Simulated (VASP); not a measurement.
Here is a VASP 6.6.1 calculation.

POSCAR

```
Si
1.0
    0.0000000000      2.7207128078      2.7207128078
    2.7207128078      0.0000000000      2.7207128078
    2.7207128078      2.7207128078      0.0000000000
Si
2
Direct
    0.7500000000      0.7500000000      0.7500000000
    0.5000000000      0.5000000000      0.5000000000
```

The input INCAR.step1:

```
SYSTEM = Si
PREC = Accurate
ENCUT = 520
EDIFF = 1E-5
ISMEAR = -1
SIGMA = 0.02
LREAL = .FALSE.
LASPH = .TRUE.
NELM = 60
ALGO = Normal
ISIF = 2
LWAVE = .TRUE.
GGA = PE
NBANDS = 11
```

File INCAR.step2:

```
SYSTEM = Si
PREC = Accurate
ENCUT = 520
EDIFF = 1E-6
ISMEAR = -1
SIGMA = 0.02
LREAL = .FALSE.
LASPH = .TRUE.
NELM = 60
ALGO = Normal
ISIF = 2
LWAVE = .FALSE.
LCHARG = .TRUE.
GGA = PE
LHFCALC = .TRUE.
HFSCREEN = 0.2079
PRECFOCK = Normal
LELF = .TRUE.
LVHAR = .TRUE.
ISTART = 1
NBANDS = 11
```

KPOINTS

```
regular mesh
0
G
  6 6 6
  0 0 0
```

Potentials or basis: VASP PAW PBE potentials, release 64 (Si).

Run with:

```console
$ cat potpaw_PBE.64/Si/POTCAR > POTCAR
$ cp INCAR.step1 INCAR
$ mpirun -np 1 vasp_std > vasp.out
$ cp INCAR.step2 INCAR
$ mpirun -np 1 vasp_std > vasp.out
```

(1) Predict the band gap on the k mesh.

(2) Estimate the pressure.

## Answers

(1) 1.30 eV (least direct gap 3.32 eV).

(2) -0.4 GPa.

Caveat: the PAW data sets were made with another functional, which shifts forces and pressure a little.
